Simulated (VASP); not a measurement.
# GaN (Fm-3m) in VASP: settings compared, part 2 of 2

VASP 6.6.1.

### 3 Single point, PBE-based screened hybrid

The input, POSCAR:

```
GaN
1.0
    0.0000000000      2.1085153689      2.1085153689
    2.1085153689      0.0000000000      2.1085153689
    2.1085153689      2.1085153689      0.0000000000
Ga N
1 1
Direct
    0.5000000000      0.5000000000      0.5000000000
    0.0000000000      0.0000000000      0.0000000000
```

The input, INCAR.step1:

```
SYSTEM = GaN
PREC = Accurate
ENCUT = 520
EDIFF = 1E-5
ISMEAR = 0
SIGMA = 0.01
LREAL = .FALSE.
LASPH = .TRUE.
NELM = 60
ALGO = Normal
ISIF = 2
LWAVE = .TRUE.
GGA = PE
NBANDS = 16
```

The input, INCAR.step2:

```
SYSTEM = GaN
PREC = Accurate
ENCUT = 520
EDIFF = 1E-6
ISMEAR = 0
SIGMA = 0.01
LREAL = .FALSE.
LASPH = .TRUE.
NELM = 60
ALGO = Normal
ISIF = 2
LWAVE = .FALSE.
LCHARG = .TRUE.
GGA = PE
LHFCALC = .TRUE.
AEXX = 0.05
HFSCREEN = 0.1
PRECFOCK = Normal
LELF = .TRUE.
LVHAR = .TRUE.
ISTART = 1
NBANDS = 16
```

The input, KPOINTS:

```
regular mesh
0
G
  6 6 6
  0 0 0
```

Potentials or basis: VASP PAW PBE potentials, release 64 (Ga_d, N).

Launch:

```
$ cat potpaw_PBE.64/Ga_d/POTCAR potpaw_PBE.64/N/POTCAR > POTCAR
$ cp INCAR.step1 INCAR
$ mpirun -np 1 vasp_std > vasp.out
$ cp INCAR.step2 INCAR
$ mpirun -np 1 vasp_std > vasp.out
```

OUTCAR:

```text
SYSTEM = GaN
   PREC = Accurate
   ENCUT = 520
   EDIFF = 1E-6
   ISMEAR = 0
   LREAL = .FALSE.
   LASPH = .TRUE.
   NELM = 60
   ISIF = 2
   GGA = PE
   LHFCALC = .TRUE.
   AEXX = 0.05
   HFSCREEN = 0.1
   PRECFOCK = Normal
   ISTART = 1

 ion  position               nearest neighbor table
   1  0.500  0.500  0.500-   2 2.11   2 2.11   2 2.11   2 2.11   2 2.11   2 2.11
   2  0.000  0.000  0.000-   1 2.11   1 2.11   1 2.11   1 2.11   1 2.11   1 2.11

  LATTYP: Found a face centered cubic cell.
 ALAT       =     4.2170307378

  Lattice vectors:

 A1 = (   0.0000000000,   2.1085153689,   2.1085153689)
 A2 = (   2.1085153689,   0.0000000000,   2.1085153689)
 A3 = (   2.1085153689,   2.1085153689,   0.0000000000)

Analysis of symmetry for initial positions (statically):
=====================================================================
 Subroutine PRICEL returns:
 Original cell was already a primitive cell.

 Routine SETGRP: Setting up the symmetry group for a
 face centered cubic supercell.

 Subroutine GETGRP returns: Found 48 space group operations
 (whereof 48 operations were pure point group operations)
 out of a pool of 48 trial point group operations.

The static configuration has the point symmetry O_h .

Analysis of symmetry for dynamics (positions and initial velocities):
=====================================================================
 Subroutine PRICEL returns:
 Original cell was already a primitive cell.

 Routine SETGRP: Setting up the symmetry group for a
 face centered cubic supercell.

 Subroutine GETGRP returns: Found 48 space group operations
 (whereof 48 operations were pure point group operations)
 out of a pool of 48 trial point group operations.

The dynamic configuration has the point symmetry O_h .

 Subroutine INISYM returns: Found 48 space group operations
 (whereof 48 operations are pure point group operations),
 and found     1 'primitive' translations
[... 111 lines left out ...]
   GGA     = PE    functional components
   LHFCALC =     T    Hartree Fock is set to
   PRECFOCK=normal    Normal, Fast or Accurate (Low or Medium for compatibility)
   ENCUT4O =  -1.0   cutoff for four orbital integrals eV
   NKREDX  =     1    reduce k-point grid by
   NKREDY  =     1    reduce k-point grid by
   NKREDZ  =     1    reduce k-point grid by
   AEXX    =    0.0500 exact exchange contribution
   HFSCREEN=    0.1000 screening length (either q_TF or 0.3 A-1)
   HFSCREENC=   0.1000 screening length for correlation (either q_TF or 0.3 A-1)
   ENCUTFOCK=  -1.0 apply spherical cutoff to Coloumb kernel
   IVDW    =     0    specifies the selected vdW correction
   LEPSILON=     F    determine dielectric tensor
   LRPA    =     F    only Hartree local field effects (RPA)
 non-spin polarized calculation
 Gauss-broadening in eV      SIGMA  =   0.01
  energy-cutoff  :      520.00
  volume of cell :       18.75
 maximum number of plane-waves:       531
 NGX is ok and might be reduce to    24
  NGX = 18; NGY = 18; NGZ = 18

 number of electron      18.0000008 magnetization

 Free energy of the ion-electron system (eV)
  ---------------------------------------------------
  ext. energy  EPLUGINS =         0.00000000
  ---------------------------------------------------
  free energy    TOTEN  =       -11.77544554 eV

  energy without entropy =      -11.77544554  energy(sigma->0) =      -11.77544554

 E-fermi :   7.9095     XC(G=0): -12.5909

 val. band max:        7.8173841911   @ k =  -0.1667   0.1667   0.0000
 cond. band min:       8.7405898074   @ k =   0.5000   0.5000   0.0000
 fundamental gap:      0.9232056163
 Fermi energy:         7.9094806660

 k-point     1 :       0.0000    0.0000    0.0000
  band No.  band energies     occupation
      1      -9.9062      2.00000
      2      -6.6525      2.00000
      3      -6.6525      2.00000
      4      -6.6525      2.00000
      5      -6.5683      2.00000
      6      -6.5683      2.00000
[... 281 lines left out ...]
      3      -6.5863      2.00000
      4      -6.5209      2.00000
      5      -6.3683      2.00000
      6      -3.6877      2.00000
[... 8 lines left out ...]
     15      30.1270      0.00000
     16      36.1342      0.00000

------------------------ aborting loop because EDIFF is reached ----------------------------------------

  FORCE on cell =-STRESS in cart. coord.  units (eV):
  Direction    XX          YY          ZZ          XY          YZ          ZX
  --------------------------------------------------------------------------------------
  -------------------------------------------------------------------------------------
  Total        0.8159015      0.8159015      0.8159015     -0.0000000      0.0000000      0.0000000
  in kB       69.7249133     69.7249133     69.7249133     -0.0000000      0.0000000      0.0000000
  external PRESSURE =      69.7249133 kB  Pullay stress =       0.0000000 kB

 VOLUME and BASIS-vectors are now :
 -----------------------------------------------------------------------------
  energy-cutoff  :      520.00
  volume of cell :       18.75
      direct lattice vectors                 reciprocal lattice vectors
     0.000000000  2.108515369  2.108515369    -0.237133676  0.237133676  0.237133676
     2.108515369  0.000000000  2.108515369     0.237133676 -0.237133676  0.237133676
     2.108515369  2.108515369  0.000000000     0.237133676  0.237133676 -0.237133676

 POSITION                                       TOTAL-FORCE (eV/Angst)
 -----------------------------------------------------------------------------------
      2.10852      2.10852      2.10852         0.000000     -0.000000     -0.000000
      0.00000      0.00000      0.00000        -0.000000      0.000000      0.000000
 -----------------------------------------------------------------------------------
    total drift:                                0.000000     -0.000000     -0.000000

  FREE ENERGIE OF THE ION-ELECTRON SYSTEM (eV)
  ---------------------------------------------------
  free  energy   TOTEN  =       -11.7754455376 eV

  energy  without entropy=      -11.7754455376  energy(sigma->0) =      -11.77544554
```

OUTCAR.step1:

```text
SYSTEM = GaN
   PREC = Accurate
   ENCUT = 520
   EDIFF = 1E-5
   ISMEAR = 0
   LREAL = .FALSE.
   LASPH = .TRUE.
[... 515 lines left out ...]
      2.10852      2.10852      2.10852         0.000000     -0.000000      0.000000
      0.00000      0.00000      0.00000        -0.000000      0.000000     -0.000000
 -----------------------------------------------------------------------------------
    total drift:                                0.000000     -0.000000      0.000000

  FREE ENERGIE OF THE ION-ELECTRON SYSTEM (eV)
  ---------------------------------------------------
  free  energy   TOTEN  =       -11.1724758207 eV

  energy  without entropy=      -11.1724758207  energy(sigma->0) =      -11.17247582
```

OSZICAR.step1:

```text
N       E                     dE             d eps       ncg     rms          rms(c)
DAV:   1     0.885421566578E+02    0.88542E+02   -0.86759E+03   536   0.214E+03
DAV:   2    -0.713297136018E+01   -0.95675E+02   -0.88103E+02   584   0.350E+02
DAV:   3    -0.129580073295E+02   -0.58250E+01   -0.57990E+01   552   0.715E+01
DAV:   4    -0.130146085263E+02   -0.56601E-01   -0.56596E-01   672   0.752E+00
DAV:   5    -0.130151163936E+02   -0.50787E-03   -0.50786E-03   616   0.673E-01    0.738E+00
DAV:   6    -0.111962690047E+02    0.18188E+01   -0.43624E+00   728   0.400E+01    0.237E+00
DAV:   7    -0.111872977142E+02    0.89713E-02   -0.22036E-01   576   0.504E+00    0.158E+00
DAV:   8    -0.111742159566E+02    0.13082E-01   -0.30583E-02   600   0.211E+00    0.511E-01
DAV:   9    -0.111724573274E+02    0.17586E-02   -0.60370E-03   632   0.185E+00    0.108E-01
DAV:  10    -0.111724808325E+02   -0.23505E-04   -0.49321E-04   592   0.255E-01    0.155E-02
DAV:  11    -0.111724758207E+02    0.50118E-05   -0.33697E-05   600   0.629E-02
   1 F= -.11172476E+02 E0= -.11172476E+02  d E =-.105044E-32
```

Run time: 15 min. Hardware: 1 thread of Intel Xeon 6975P-C (Granite Rapids), shared host; peak memory 0.24 GiB.

What came out:

```
Free energy            : -11.7754 eV
Pressure               : 7.0 GPa
Band gap on the k mesh : 0.92 eV, indirect (least direct gap 3.15 eV)
```

Caveat: the k points lie up to 0.43 Å⁻¹ apart; the PAW data sets were made with another functional, which shifts forces and pressure a little.

### 4 Single point, PBE-based global hybrid

POSCAR is that of step 3.

The input, INCAR.step1:

```
ALGO = Normal ; EDIFF = 1E-5
ENCUT = 520 ; GGA = PE
ISIF = 2 ; ISMEAR = 0
LASPH = True ; LCHARG = False
LREAL = False ; LWAVE = True
NBANDS = 16 ; NELM = 80
PREC = Accurate ; SIGMA = 0.01
```

The input, INCAR.step2:

```
AEXX = 0.1 ; ALGO = Normal
EDIFF = 1E-6 ; ENCUT = 520
GGA = PE ; ISIF = 2
ISMEAR = 0 ; ISTART = 1
LASPH = True ; LCHARG = False
LHFCALC = True ; LREAL = False
LWAVE = False ; NBANDS = 16
NELM = 80 ; PREC = Accurate
PRECFOCK = Normal ; SIGMA = 0.01
```

The input, KPOINTS:

```
k-points
0
Gamma
  6 6 6
```

Potentials or basis: VASP PAW PBE potentials, release 64 (Ga_d, N).

Launch:

```
$ cat potpaw_PBE.64/Ga_d/POTCAR potpaw_PBE.64/N/POTCAR > POTCAR
$ cp INCAR.step1 INCAR
$ mpirun -np 1 vasp_std > vasp.out
$ cp INCAR.step2 INCAR
$ mpirun -np 1 vasp_std > vasp.out
```

OUTCAR:

```text
AEXX = 0.1
   EDIFF = 1E-6
   ENCUT = 520
   GGA = PE
   ISIF = 2
   ISMEAR = 0
   ISTART = 1
   LASPH = True
   LHFCALC = True
   LREAL = False
   NELM = 80
   PREC = Accurate
   PRECFOCK = Normal

 ion  position               nearest neighbor table
   1  0.500  0.500  0.500-   2 2.11   2 2.11   2 2.11   2 2.11   2 2.11   2 2.11
   2  0.000  0.000  0.000-   1 2.11   1 2.11   1 2.11   1 2.11   1 2.11   1 2.11

  LATTYP: Found a face centered cubic cell.
 ALAT       =     4.2170307378

  Lattice vectors:

 A1 = (   0.0000000000,   2.1085153689,   2.1085153689)
 A2 = (   2.1085153689,   0.0000000000,   2.1085153689)
 A3 = (   2.1085153689,   2.1085153689,   0.0000000000)

Analysis of symmetry for initial positions (statically):
=====================================================================
 Subroutine PRICEL returns:
 Original cell was already a primitive cell.

 Routine SETGRP: Setting up the symmetry group for a
[... 163 lines left out ...]
  ---------------------------------------------------
  free energy    TOTEN  =       -12.56286740 eV

  energy without entropy =      -12.56286740  energy(sigma->0) =      -12.56286740

 E-fermi :   7.6339     XC(G=0): -11.9798

 val. band max:        7.5500784117   @ k =  -0.1667   0.1667   0.0000
 cond. band min:       8.9421375051   @ k =   0.5000   0.5000   0.0000
 fundamental gap:      1.3920590934
 Fermi energy:         7.6339328598

 k-point     1 :       0.0000    0.0000    0.0000
  band No.  band energies     occupation
      1     -10.5099      2.00000
      2      -7.3747      2.00000
      3      -7.3747      2.00000
      4      -7.3746      2.00000
      5      -7.3022      2.00000
      6      -7.3022      2.00000
[... 281 lines left out ...]
      3      -7.3194      2.00000
      4      -7.2429      2.00000
      5      -7.0931      2.00000
      6      -4.2900      2.00000
[... 8 lines left out ...]
     15      30.4737      0.00000
     16      36.5171      0.00000

------------------------ aborting loop because EDIFF is reached ----------------------------------------

  FORCE on cell =-STRESS in cart. coord.  units (eV):
  Direction    XX          YY          ZZ          XY          YZ          ZX
  --------------------------------------------------------------------------------------
  -------------------------------------------------------------------------------------
  Total        0.5856373      0.5856373      0.5856373     -0.0000000     -0.0000000      0.0000000
  in kB       50.0471103     50.0471103     50.0471103     -0.0000000     -0.0000000      0.0000000
  external PRESSURE =      50.0471103 kB  Pullay stress =       0.0000000 kB

 VOLUME and BASIS-vectors are now :
 -----------------------------------------------------------------------------
  energy-cutoff  :      520.00
  volume of cell :       18.75
      direct lattice vectors                 reciprocal lattice vectors
     0.000000000  2.108515369  2.108515369    -0.237133676  0.237133676  0.237133676
     2.108515369  0.000000000  2.108515369     0.237133676 -0.237133676  0.237133676
     2.108515369  2.108515369  0.000000000     0.237133676  0.237133676 -0.237133676

 POSITION                                       TOTAL-FORCE (eV/Angst)
 -----------------------------------------------------------------------------------
      2.10852      2.10852      2.10852         0.000000      0.000000      0.000000
      0.00000      0.00000      0.00000        -0.000000     -0.000000     -0.000000
 -----------------------------------------------------------------------------------
    total drift:                                0.000000     -0.000000     -0.000000

  FREE ENERGIE OF THE ION-ELECTRON SYSTEM (eV)
  ---------------------------------------------------
  free  energy   TOTEN  =       -12.5628673984 eV

  energy  without entropy=      -12.5628673984  energy(sigma->0) =      -12.56286740
```

OSZICAR.step1:

```text
N       E                     dE             d eps       ncg     rms          rms(c)
DAV:   1     0.885421566578E+02    0.88542E+02   -0.86759E+03   536   0.214E+03
DAV:   2    -0.713297136018E+01   -0.95675E+02   -0.88103E+02   584   0.350E+02
DAV:   3    -0.129580073295E+02   -0.58250E+01   -0.57990E+01   552   0.715E+01
DAV:   4    -0.130146085263E+02   -0.56601E-01   -0.56596E-01   672   0.752E+00
DAV:   5    -0.130151163936E+02   -0.50787E-03   -0.50786E-03   616   0.673E-01    0.738E+00
DAV:   6    -0.111962690047E+02    0.18188E+01   -0.43624E+00   728   0.400E+01    0.237E+00
DAV:   7    -0.111872977142E+02    0.89713E-02   -0.22036E-01   576   0.504E+00    0.158E+00
DAV:   8    -0.111742159566E+02    0.13082E-01   -0.30583E-02   600   0.211E+00    0.511E-01
DAV:   9    -0.111724573274E+02    0.17586E-02   -0.60370E-03   632   0.185E+00    0.108E-01
DAV:  10    -0.111724808325E+02   -0.23505E-04   -0.49321E-04   592   0.255E-01    0.155E-02
DAV:  11    -0.111724758207E+02    0.50118E-05   -0.33697E-05   600   0.629E-02
   1 F= -.11172476E+02 E0= -.11172476E+02  d E =-.105044E-32
```

It took 18 min on 1 thread of Intel Xeon 6975P-C (Granite Rapids), shared host; peak memory 0.15 GiB.

Results:

```
Free energy            : -12.5629 eV
Pressure               : 5.0 GPa
Band gap on the k mesh : 1.39 eV, indirect (least direct gap 3.63 eV)
```

Caveat: the k points lie up to 0.43 Å⁻¹ apart; the PAW data sets were made with another functional, which shifts forces and pressure a little.

### 5 Summary

| level | potentials or basis | k mesh | cutoff (eV) | grid for exact exchange (PRECFOCK) | share of exact exchange | screening parameter | gap on the mesh (eV) | pressure (GPa) |
| --- | --- | --- | --- | --- | --- | --- | --- | --- |
| LDA | VASP PAW LDA potentials, release 64 (Ga_d, N) | 8 × 8 × 8 | 600 | - | - | - | 0.47 | -4.9 |
| PBE-based screened hybrid | VASP PAW PBE potentials, release 64 (Ga_d, N) | 6 × 6 × 6 | 520 | Normal | 0.05 | 0.1 1/Å | 0.92 | 7.0 |
| PBE-based global hybrid | VASP PAW PBE potentials, release 64 (Ga_d, N) | 6 × 6 × 6 | 520 | Normal | 0.1 | - | 1.39 | 5.0 |

Alike in all rows: task single point; no spin polarisation; cell as given; smearing gaussian 0.01 eV.

Caveats: some runs use coarse meshes; the PAW data sets were made with another functional, which shifts forces and pressure a little (some runs).

Total energies depend on the potentials used, so only differences within one code and one set of settings carry meaning.
